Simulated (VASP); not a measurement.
# SiAs3 (P-3m1) in VASP: relaxation of cell and atoms with PBE

Aim: the relaxation of cell and atoms of SiAs3 with PBE.

All numbers are computed with VASP 6.6.1; they aren't measurements. Logs are shortened: lines on timing, memory, paths and dates and some standing lists are left out, and cuts for length are marked.

### 1 The cell of the first run

It takes space group P-3m1 (No. 164, trigonal). Conventional cell: a = 3.702 Å, b = 3.702 Å, c = 6.546 Å, α = 90.00°, β = 90.00°, γ = 120.00°. Within 3.5 Å of Si (site symmetry -3m) lie 8 As at 2.62 to 3.27 Å. As (site symmetry 3m) has 3 Si at 2.62 Å and 3 As at 2.77 Å within 3.5 Å. As (site symmetry -3m) has 12 As at 2.77 to 3.70 Å and 2 Si at 3.27 Å within 3.8 Å.

The cell was generated, and may not be a known phase.

### 2 Relaxation of cell and atoms, PBE

INCAR reads:

```
PREC = Accurate
ENCUT = 600
EDIFF = 1E-7
ISMEAR = 0
SIGMA = 0.1
LREAL = F
LASPH = T
NELM = 80
ALGO = Normal
ISIF = 3
LWAVE = F
LCHARG = F
GGA = PE
IBRION = 2
NSW = 100
EDIFFG = -0.01
```

KPOINTS reads:

```
regular mesh
0
Gamma
  12 12 8
```

POSCAR reads:

```
SiAs3
1.0
    3.7018797157      0.0000000000      0.0000000000
   -1.8509398579      3.2059218756      0.0000000000
    0.0000000000      0.0000000000      6.5458662626
Si As
1 3
Direct
    0.0000000000      0.0000000000      0.5000000000
    0.3333333333      0.6666666667      0.7304221759
    0.6666666667      0.3333333333      0.2695778241
    0.0000000000      0.0000000000      0.0000000000
```

Potentials or basis: VASP PAW PBE potentials, release 64 (Si, As).

On the command line:

```console
$ cat potpaw_PBE.64/Si/POTCAR potpaw_PBE.64/As/POTCAR > POTCAR
$ mpirun -np 1 vasp_std > vasp.out
```

OUTCAR:

```text
PREC = Accurate
   ENCUT = 600
   EDIFF = 1E-7
   ISMEAR = 0
   LREAL = F
   LASPH = T
   NELM = 80
   ISIF = 3
   GGA = PE
   IBRION = 2
   NSW = 100
   EDIFFG = -0.01

 ion  position               nearest neighbor table
   1  0.000  0.000  0.500-   2 2.62   3 2.62   3 2.62   2 2.62   3 2.62   2 2.62
   2  0.333  0.667  0.730-   1 2.62   1 2.62   1 2.62   4 2.77   4 2.77   4 2.77
   3  0.667  0.333  0.270-   1 2.62   1 2.62   1 2.62   4 2.77   4 2.77   4 2.77
   4  0.000  0.000  0.000-   2 2.77   3 2.77   3 2.77   2 2.77   3 2.77   2 2.77

  LATTYP: Found a hexagonal cell.
 ALAT       =     3.7018797157
 C/A-ratio  =     1.7682547153

  Lattice vectors:

 A1 = (   3.7018797157,   0.0000000000,   0.0000000000)
 A2 = (  -1.8509398579,   3.2059218756,   0.0000000000)
 A3 = (   0.0000000000,   0.0000000000,   6.5458662626)

Analysis of symmetry for initial positions (statically):
=====================================================================
 Subroutine PRICEL returns:
 Original cell was already a primitive cell.

 Routine SETGRP: Setting up the symmetry group for a
 hexagonal supercell.

 Subroutine GETGRP returns: Found 12 space group operations
 (whereof 12 operations were pure point group operations)
 out of a pool of 24 trial point group operations.

The static configuration has the point symmetry D_3d.

Analysis of symmetry for dynamics (positions and initial velocities):
=====================================================================
 Subroutine PRICEL returns:
 Original cell was already a primitive cell.

 Routine SETGRP: Setting up the symmetry group for a
 hexagonal supercell.

 Subroutine GETGRP returns: Found 12 space group operations
 (whereof 12 operations were pure point group operations)
 out of a pool of 24 trial point group operations.

The dynamic configuration has the point symmetry D_3d.

 Subroutine INISYM returns: Found 12 space group operations
 (whereof 12 operations are pure point group operations),
 and found     1 'primitive' translations

----------------------------------------------------------------------------------------

                                     Primitive cell

  volume of cell :      77.6859

  direct lattice vectors                    reciprocal lattice vectors
     3.701879716  0.000000000  0.000000000     0.270133034  0.155961380  0.000000000
    -1.850939858  3.205921876  0.000000000     0.000000000  0.311922760  0.000000000
     0.000000000  0.000000000  6.545866263     0.000000000  0.000000000  0.152768168

  length of vectors
     3.701879716  3.701879716  6.545866263     0.311922760  0.311922760  0.152768168

  position of ions in fractional coordinates (direct lattice)
     0.000000000  0.000000000  0.500000000
     0.333333333  0.666666667  0.730422176
     0.666666667  0.333333333  0.269577824
     0.000000000  0.000000000  0.000000000

  ion indices of the primitive-cell ions
   primitive index   ion index
                 1           1
                 2           2
                 3           3
                 4           4

----------------------------------------------------------------------------------------

 KPOINTS: regular mesh

Automatic generation of k-mesh.
 Grid dimensions read from file:
 generate k-points for:   12   12    8

 Generating k-lattice:

  Cartesian coordinates                     Fractional coordinates (reciprocal lattice)
     0.022511086  0.012996782  0.000000000     0.083333333  0.000000000  0.000000000
     0.000000000  0.025993563  0.000000000     0.000000000  0.083333333  0.000000000
     0.000000000  0.000000000  0.019096021     0.000000000  0.000000000  0.125000000

  Length of vectors
     0.025993563  0.025993563  0.019096021

  Shift w.r.t. Gamma in fractional coordinates (k-lattice)
     0.000000000  0.000000000  0.000000000

 Subroutine IBZKPT returns following result:
 ===========================================

 Found    131 irreducible k-points:

 Following reciprocal coordinates:
            Coordinates               Weight
  0.000000  0.000000  0.000000      1.000000
  0.083333  0.000000  0.000000      6.000000
  0.166667 -0.000000  0.000000      6.000000
  0.250000  0.000000  0.000000      6.000000
  0.333333  0.000000  0.000000      6.000000
  0.416667  0.000000  0.000000      6.000000
[... 16 lines left out ...]
  0.166667 -0.000000  0.125000      6.000000
  0.000000  0.166667  0.125000      6.000000
 [... further k-points ...]
   k-points           NKPTS =    131   k-points in BZ     NKDIM =    131   number of bands    NBANDS=     13
   number of dos      NEDOS =    301   number of ions     NIONS =      4
   total plane-waves  NPLWV =  48600
   dimension x,y,z NGX =    30 NGY =   30 NGZ =   54
   dimension x,y,z NGXF=    60 NGYF=   60 NGZF=  108
   ions per type =               1   3
   NGX,Y,Z   is equivalent  to a cutoff of  13.47, 13.47, 13.71 a.u.
   NGXF,Y,Z  is equivalent  to a cutoff of  26.95, 26.95, 27.43 a.u.
 SYSTEM =  unknown system
   PREC   = accura    normal or accurate (medium, high low for compatibility)
   ISTART =      0    job   : 0-new  1-cont  2-samecut
   ICHARG =      2    charge: 1-file 2-atom 10-const
   ISPIN  =      1    spin polarized calculation?
   LNONCOLLINEAR =      F non collinear calculations
   LSORBIT =      F    spin-orbit coupling
   LASPH  =      T    aspherical Exc in radial PAW
   ENCUT  =  600.0 eV  44.10 Ry    6.64 a.u.   7.39  7.39 13.07*2*pi/ulx,y,z
   NELM   =     80;   NELMIN=  2; NELMDL= -5     # of ELM steps
   EDIFF  = 0.1E-06   stopping-criterion for ELM
   LREAL  =      F    real-space projection
   EDIFFG = -.1E-01   stopping-criterion for IOM
   NSW    =    100    number of steps for IOM
   IBRION =      2    ionic relax: 0-MD 1-quasi-New 2-CG
   NFREE  =      1    steps in history (QN), initial steepest desc. (CG)
   ISIF   =      3    stress and relaxation
   ISYM   =      2    0-nonsym 1-usesym 2-fastsym
   POTIM  = 0.5000    time-step for ionic-motion
   TEBEG  =    0.0;   TEEND  =   0.0 temperature during run
   PSTRESS=    0.0 pullay stress
   NELECT =      19.0000    total number of electrons
   NUPDOWN=      -1.0000    fix difference up-down
   EMIN   =  10.00;   EMAX   =-10.00  energy-range for DOS
   EFERMI =   0.00;   METHOD = LEGACY
   ISMEAR =     0;   SIGMA  =   0.10  broadening in eV -4-tet -1-fermi 0-gaus
   EFERMI_NEDOS =   21; number of points for ismear=-14 and -15
   IALGO  =     38    algorithm
   IMIX   =      4    mixing-type and parameters
     AMIX     =   0.40;   BMIX     =  1.00
     AMIX_MAG =   1.60;   BMIX_MAG =  1.00
  volume/ion in A,a.u.               =      19.42       131.06
  Fermi-wavevector in a.u.,A,eV,Ry     =   1.023792  1.934687 14.260959  1.048151
  Thomas-Fermi vector in A             =   2.157545
   LORBIT       =      0    0 simple, 1 ext, 2 COOP (PROOUT), +10 PAW based schemes
   GGA     = PE    functional components
   LHFCALC =     F    Hartree Fock is set to
   AEXX    =    0.0000 exact exchange contribution
   IVDW    =     0    specifies the selected vdW correction
   LEPSILON=     F    determine dielectric tensor
   LRPA    =     F    only Hartree local field effects (RPA)
 conjugate gradient relaxation of ions
 non-spin polarized calculation
 Gauss-broadening in eV      SIGMA  =   0.10
  energy-cutoff  :      600.00
  volume of cell :       77.69
 maximum number of plane-waves:      2624
 NGX is ok and might be reduce to    30
   NGX = 15   NGY = 15   NGZ = 27

--------------------------------------- Ionic step        1  -------------------------------------------

 number of electron      19.0000001 magnetization

 Free energy of the ion-electron system (eV)
  ---------------------------------------------------
  ext. energy  EPLUGINS =         0.00000000
  ---------------------------------------------------
  free energy    TOTEN  =       -18.54952532 eV

  energy without entropy =      -18.54282898  energy(sigma->0) =      -18.54617715

------------------------ aborting loop because EDIFF is reached ----------------------------------------

  FORCE on cell =-STRESS in cart. coord.  units (eV):
  Direction    XX          YY          ZZ          XY          YZ          ZX
  --------------------------------------------------------------------------------------
  -------------------------------------------------------------------------------------
  Total        0.0386650      0.0386650      0.3910367     -0.0000000      0.0000000     -0.0000000
  in kB        0.7974187      0.7974187      8.0646536     -0.0000000      0.0000000     -0.0000000
  external PRESSURE =       3.2198303 kB  Pullay stress =       0.0000000 kB
[... 99 lines left out ...]
  energy  without entropy=      -18.5432704717  energy(sigma->0) =      -18.54677702

--------------------------------------- Ionic step        4  -------------------------------------------

 number of electron      19.0000001 magnetization

 Free energy of the ion-electron system (eV)
  ---------------------------------------------------
  ext. energy  EPLUGINS =         0.00000000
  ---------------------------------------------------
  free energy    TOTEN  =       -18.55037028 eV

  energy without entropy =      -18.54324920  energy(sigma->0) =      -18.54680974

 E-fermi :   6.2802     XC(G=0): -10.3240

 val. band max:        6.2712486640   @ k =   0.4167   0.0000   0.0000
 cond. band min:       6.2833934264   @ k =   0.2500   0.0000   0.0000
 fundamental gap:      0.0121447624
 Fermi energy:         6.2802097869

 k-point     1 :       0.0000    0.0000    0.0000
  band No.  band energies     occupation
      1      -8.3393      2.00000
      2      -5.5801      2.00000
      3      -4.6792      2.00000
      4       2.6056      2.00000
      5       4.1417      2.00000
      6       4.8381      2.00000
      7       4.8381      2.00000
      8       5.9010      2.00000
      9       5.9010      2.00000
     10       7.3375      0.00000
     11       7.5962      0.00000
     12       7.5962      0.00000
     13       9.1087      0.00000
[... 353 lines left out ...]
 k-point    24 :       0.0000    0.1667    0.1250
  band No.  band energies     occupation
      1      -7.9405      2.00000
      2      -5.6811      2.00000
      3      -3.9500      2.00000
      4       0.9023      2.00000
      5       2.9007      2.00000
      6       3.9622      2.00000
      7       4.5337      2.00000
      8       5.5251      2.00000
      9       6.0198      1.99977
     10       6.0750      1.99630
     11       7.2646      0.00000
     12       7.9574      0.00000
     13       8.8960      0.00000

 [... further k-points ...]

------------------------ aborting loop because EDIFF is reached ----------------------------------------

  FORCE on cell =-STRESS in cart. coord.  units (eV):
  Direction    XX          YY          ZZ          XY          YZ          ZX
  --------------------------------------------------------------------------------------
  -------------------------------------------------------------------------------------
  Total       -0.0131756     -0.0131756      0.0042656      0.0000000      0.0000000      0.0000000
  in kB       -0.2708178     -0.2708178      0.0876774      0.0000000      0.0000000      0.0000000
  external PRESSURE =      -0.1513194 kB  Pullay stress =       0.0000000 kB
[... 19 lines left out ...]
  FREE ENERGIE OF THE ION-ELECTRON SYSTEM (eV)
  ---------------------------------------------------
  free  energy   TOTEN  =       -18.5503702842 eV

  energy  without entropy=      -18.5432492008  energy(sigma->0) =      -18.54680974

 reached required accuracy - stopping structural energy minimisation
```

It took 3.3 min on 1 thread of Intel Xeon 6975P-C (Granite Rapids), shared host; peak memory 0.33 GiB.

Results:

| Property | Result |
| --- | --- |
| Free energy | -18.5504 eV |
| Relaxed volume | 19.49 Å³/atom |
| Relaxed cell | a = 3.700 Å, b = 3.700 Å, c = 6.574 Å, α = 90.00°, β = 90.00°, γ = 120.00° |
| Space group after relaxing (to 0.1 Å) | P-3m1 (No. 164) |
| Energy gained by relaxing | 0.2 meV/atom |
| Ionic steps | 4 |
| Pressure after relaxing | 0.0 GPa |
| Largest force after relaxing | 0.005 eV/Å |
| Band gap on the k mesh | zero (an odd number of electrons rules out a gap without spin polarisation) |

Forces on the atoms (eV/Å):
```
Si   0.000  0.000  0.000
As   0.000  0.000  0.005
As   0.000  0.000 -0.005
As   0.000  0.000  0.000
```

Step by step:
```
step  energy change (eV)  largest force (eV/Å)  pressure (GPa)  volume (Å³)
   1              0.0000                0.0153            0.32        77.69
   2             -0.0007                0.0077           -0.19        78.13
   3             -0.0008                0.0091           -0.09        78.04
   4             -0.0008                0.0048           -0.02        77.95
```

Final structure:
```xyz
4
Lattice="3.7002 0.0000 0.0000 -1.8501 3.2044 0.0000 0.0000 0.0000 6.5740" Properties=species:S:1:pos:R:3 pbc="T T T"
Si    0.0000    0.0000    3.2870
As    0.0000    2.1363    4.8028
As    1.8501    1.0681    1.7711
As    0.0000    0.0000    0.0000
```

Caveat: an odd number of electrons without spin polarisation forces a metal; a magnetic or distorted state may lie lower.
